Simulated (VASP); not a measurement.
# Sn4Se3S (P4/mmm) in VASP: single point with PBE

Aim: the single point of Sn4Se3S with PBE.

Everything below comes from runs of VASP 6.6.1. Logs are shortened: lines on timing, memory, paths and dates and some standing lists are left out, and cuts for length are marked.

**1. The cell of the first run**

The structure is tetragonal, space group P4/mmm (No. 123). Conventional cell: a = 4.251 Å, b = 4.251 Å, c = 12.021 Å, α = 90.00°, β = 90.00°, γ = 90.00°. Sn (site symmetry 4mm) has 1 S at 2.94 Å and 5 Se at 3.01 to 3.07 Å within 3.9 Å. Within 3.9 Å of Sn (site symmetry 4/mmm) lie 2 Se at 2.99 Å and 4 S at 3.01 Å. Within 4.0 Å of Sn (site symmetry 4/mmm) lie 6 Se at 3.01 to 3.02 Å. Within 3.9 Å of Se (site symmetry 4mm) lie 6 Sn at 2.99 to 3.02 Å. Within 4.0 Å of Se (site symmetry 4/mmm) lie 6 Sn at 3.01 to 3.07 Å. Within 3.9 Å of S (site symmetry 4/mmm) lie 6 Sn at 2.94 to 3.01 Å.

**2. Single point, PBE**

INCAR reads:

```
PREC = Accurate
ENCUT = 520
EDIFF = 1E-7
ISMEAR = 0
SIGMA = 0.1
LREAL = False
LASPH = True
NELM = 60
ALGO = Normal
ISIF = 2
LWAVE = False
LCHARG = True
GGA = PE
LELF = True
LVHAR = True
NBANDS = 50
```

KPOINTS reads:

```
regular mesh
0
Gamma
  4 4 2
```

POSCAR reads:

```
Sn4Se3S
1.0
    4.2512992000      0.0000000000      0.0000000000
    0.0000000000      4.2512992000      0.0000000000
    0.0000000000      0.0000000000     12.0214836000
Sn Se S
4 3 1
Direct
    0.0000000000      0.0000000000      0.7556510000
    0.5000000000      0.5000000000      0.0000000000
    0.0000000000      0.0000000000      0.2443490000
    0.5000000000      0.5000000000      0.5000000000
    0.5000000000      0.5000000000      0.2487760000
    0.0000000000      0.0000000000      0.5000000000
    0.5000000000      0.5000000000      0.7512240000
    0.0000000000      0.0000000000      0.0000000000
```

Potentials or basis: VASP PAW PBE potentials, release 64 (Sn_d, Se, S).

Run with:

```console
cat potpaw_PBE.64/Sn_d/POTCAR potpaw_PBE.64/Se/POTCAR potpaw_PBE.64/S/POTCAR > POTCAR
mpirun -np 1 vasp_std > vasp.out
```

OUTCAR:

```text
PREC = Accurate
   ENCUT = 520
   EDIFF = 1E-7
   ISMEAR = 0
   LREAL = False
   LASPH = True
   NELM = 60
   ISIF = 2
   GGA = PE

 ion  position               nearest neighbor table
   1  0.000  0.000  0.756-   8 2.94   7 3.01   7 3.01   7 3.01   7 3.01   6 3.07
   2  0.500  0.500  0.000-   5 2.99   7 2.99   8 3.01   8 3.01   8 3.01   8 3.01
   3  0.000  0.000  0.244-   8 2.94   5 3.01   5 3.01   5 3.01   5 3.01   6 3.07
   4  0.500  0.500  0.500-   6 3.01   6 3.01   6 3.01   6 3.01   7 3.02   5 3.02
   5  0.500  0.500  0.249-   2 2.99   3 3.01   3 3.01   3 3.01   3 3.01   4 3.02
   6  0.000  0.000  0.500-   4 3.01   4 3.01   4 3.01   4 3.01   1 3.07   3 3.07
   7  0.500  0.500  0.751-   2 2.99   1 3.01   1 3.01   1 3.01   1 3.01   4 3.02
   8  0.000  0.000  0.000-   1 2.94   3 2.94   2 3.01   2 3.01   2 3.01   2 3.01

  LATTYP: Found a simple tetragonal cell.
 ALAT       =     4.2512992000
 C/A-ratio  =     2.8277199591

  Lattice vectors:

 A1 = (   4.2512992000,   0.0000000000,   0.0000000000)
 A2 = (   0.0000000000,   4.2512992000,   0.0000000000)
 A3 = (   0.0000000000,   0.0000000000,  12.0214836000)

Analysis of symmetry for initial positions (statically):
=====================================================================
 Subroutine PRICEL returns:
 Original cell was already a primitive cell.

 Routine SETGRP: Setting up the symmetry group for a
 simple tetragonal supercell.

 Subroutine GETGRP returns: Found 16 space group operations
 (whereof 16 operations were pure point group operations)
 out of a pool of 16 trial point group operations.

The static configuration has the point symmetry D_4h.

Analysis of symmetry for dynamics (positions and initial velocities):
=====================================================================
 Subroutine PRICEL returns:
 Original cell was already a primitive cell.

 Routine SETGRP: Setting up the symmetry group for a
 simple tetragonal supercell.

 Subroutine GETGRP returns: Found 16 space group operations
 (whereof 16 operations were pure point group operations)
 out of a pool of 16 trial point group operations.

The dynamic configuration has the point symmetry D_4h.

 Subroutine INISYM returns: Found 16 space group operations
 (whereof 16 operations are pure point group operations),
 and found     1 'primitive' translations

----------------------------------------------------------------------------------------

                                     Primitive cell

[... 95 lines left out ...]
   ISIF   =      2    stress and relaxation
   ISYM   =      2    0-nonsym 1-usesym 2-fastsym
   POTIM  = 0.5000    time-step for ionic-motion
   TEBEG  =    0.0;   TEEND  =   0.0 temperature during run
   PSTRESS=    0.0 pullay stress
   NELECT =      80.0000    total number of electrons
   NUPDOWN=      -1.0000    fix difference up-down
   EMIN   =  10.00;   EMAX   =-10.00  energy-range for DOS
   EFERMI =   0.00;   METHOD = LEGACY
   ISMEAR =     0;   SIGMA  =   0.10  broadening in eV -4-tet -1-fermi 0-gaus
   EFERMI_NEDOS =   21; number of points for ismear=-14 and -15
   IALGO  =     38    algorithm
   IMIX   =      4    mixing-type and parameters
     AMIX     =   0.40;   BMIX     =  1.00
     AMIX_MAG =   1.60;   BMIX_MAG =  1.00
  volume/ion in A,a.u.               =      27.16       183.28
  Fermi-wavevector in a.u.,A,eV,Ry     =   1.173377  2.217362 18.732696  1.376814
  Thomas-Fermi vector in A             =   2.309791
   LORBIT       =      0    0 simple, 1 ext, 2 COOP (PROOUT), +10 PAW based schemes
   GGA     = PE    functional components
   LHFCALC =     F    Hartree Fock is set to
   AEXX    =    0.0000 exact exchange contribution
   IVDW    =     0    specifies the selected vdW correction
   LEPSILON=     F    determine dielectric tensor
   LRPA    =     F    only Hartree local field effects (RPA)
 non-spin polarized calculation
 Gauss-broadening in eV      SIGMA  =   0.10
  energy-cutoff  :      520.00
  volume of cell :      217.27
 maximum number of plane-waves:      5890
 NGX is ok and might be reduce to    32
   NGX = 15   NGY = 15   NGZ = 45

 number of electron      80.0000059 magnetization

 Free energy of the ion-electron system (eV)
  ---------------------------------------------------
  ext. energy  EPLUGINS =         0.00000000
  ---------------------------------------------------
  free energy    TOTEN  =       -33.38771859 eV

  energy without entropy =      -33.38766154  energy(sigma->0) =      -33.38769006

 E-fermi :   5.8244     XC(G=0):  -9.5575

 val. band max:        5.6036762474   @ k =   0.5000   0.0000   0.0000
 cond. band min:       6.0468584979   @ k =   0.5000   0.0000   0.0000
 fundamental gap:      0.4431822505
 Fermi energy:         5.8244136686

 k-point     1 :       0.0000    0.0000    0.0000
  band No.  band energies     occupation
      1     -16.1169      2.00000
      2     -16.1168      2.00000
      3     -16.1013      2.00000
      4     -16.1013      2.00000
      5     -16.1005      2.00000
      6     -16.0727      2.00000
[... 625 lines left out ...]
     49      10.5562      0.00000
     50      10.5566      0.00000

------------------------ aborting loop because EDIFF is reached ----------------------------------------

  FORCE on cell =-STRESS in cart. coord.  units (eV):
  Direction    XX          YY          ZZ          XY          YZ          ZX
  --------------------------------------------------------------------------------------
  -------------------------------------------------------------------------------------
  Total       -0.7847947     -0.7847947     -0.9654214      0.0000000      0.0000000      0.0000000
  in kB       -5.7871566     -5.7871566     -7.1191165      0.0000000      0.0000000      0.0000000
  external PRESSURE =      -6.2311432 kB  Pullay stress =       0.0000000 kB

 VOLUME and BASIS-vectors are now :
 -----------------------------------------------------------------------------
  energy-cutoff  :      520.00
  volume of cell :      217.27
      direct lattice vectors                 reciprocal lattice vectors
     4.251299200  0.000000000  0.000000000     0.235222212  0.000000000  0.000000000
     0.000000000  4.251299200  0.000000000     0.000000000  0.235222212  0.000000000
     0.000000000  0.000000000 12.021483600     0.000000000  0.000000000  0.083184408

 POSITION                                       TOTAL-FORCE (eV/Angst)
 -----------------------------------------------------------------------------------
      0.00000      0.00000      9.08405        -0.000000      0.000000      0.041719
      2.12565      2.12565      0.00000         0.000000      0.000000      0.000000
      0.00000      0.00000      2.93744         0.000000      0.000000     -0.041719
      2.12565      2.12565      6.01074         0.000000      0.000000      0.000000
      2.12565      2.12565      2.99066         0.000000     -0.000000      0.016894
      0.00000      0.00000      6.01074         0.000000      0.000000      0.000000
      2.12565      2.12565      9.03083        -0.000000     -0.000000     -0.016894
      0.00000      0.00000      0.00000         0.000000      0.000000      0.000000
 -----------------------------------------------------------------------------------
    total drift:                                0.000000     -0.000000     -0.000000

  FREE ENERGIE OF THE ION-ELECTRON SYSTEM (eV)
  ---------------------------------------------------
  free  energy   TOTEN  =       -33.3877185874 eV

  energy  without entropy=      -33.3876615364  energy(sigma->0) =      -33.38769006
```

OSZICAR:

```text
N       E                     dE             d eps       ncg     rms          rms(c)
DAV:   1     0.851753339683E+03    0.85175E+03   -0.36840E+04  1298   0.205E+03
DAV:   2     0.115866604453E+03   -0.73589E+03   -0.71179E+03  1200   0.584E+02
DAV:   3    -0.236924889415E+02   -0.13956E+03   -0.13197E+03  1440   0.200E+02
DAV:   4    -0.339054464670E+02   -0.10213E+02   -0.99696E+01  1420   0.535E+01
DAV:   5    -0.342945675190E+02   -0.38912E+00   -0.38758E+00  1486   0.107E+01    0.740E+00
DAV:   6    -0.333668988723E+02    0.92767E+00   -0.18239E+00  1588   0.614E+00    0.480E+00
DAV:   7    -0.333861539956E+02   -0.19255E-01   -0.60318E-01  1508   0.257E+00    0.193E+00
DAV:   8    -0.333870262306E+02   -0.87223E-03   -0.53353E-02  1494   0.135E+00    0.366E-01
DAV:   9    -0.333872312406E+02   -0.20501E-03   -0.59407E-03  1504   0.398E-01    0.129E-01
DAV:  10    -0.333875593872E+02   -0.32815E-03   -0.12620E-03  1544   0.132E-01    0.701E-02
DAV:  11    -0.333877067636E+02   -0.14738E-03   -0.23345E-04  1428   0.722E-02    0.291E-02
DAV:  12    -0.333877154084E+02   -0.86448E-05   -0.17114E-05  1446   0.201E-02    0.105E-02
DAV:  13    -0.333877185539E+02   -0.31455E-05   -0.36861E-06  1372   0.112E-02    0.360E-03
DAV:  14    -0.333877185874E+02   -0.33546E-07   -0.70239E-07  1242   0.398E-03
   1 F= -.33387719E+02 E0= -.33387690E+02  d E =-.570510E-04
```

Run time: 2.1 min. Hardware: 1 thread of Intel Xeon 6975P-C, shared host; peak memory 0.35 GiB.

Results:

- Free energy: -33.3877 eV
- Pressure: -0.6 GPa
- Largest force: 0.042 eV/Å
- Band gap on the k mesh: 0.44 eV, direct

Forces on the atoms (eV/Å):
```
Sn   0.000  0.000  0.042
Sn   0.000  0.000  0.000
Sn   0.000  0.000 -0.042
Sn   0.000  0.000  0.000
Se   0.000  0.000  0.017
Se   0.000  0.000  0.000
Se   0.000  0.000 -0.017
S    0.000  0.000  0.000
```

Stress tensor (GPa, compression positive):
```
-0.58  0.00  0.00
 0.00 -0.58  0.00
 0.00  0.00 -0.71
```

Caveat: spin-orbit coupling is left out, which moves the levels of the heavy elements.
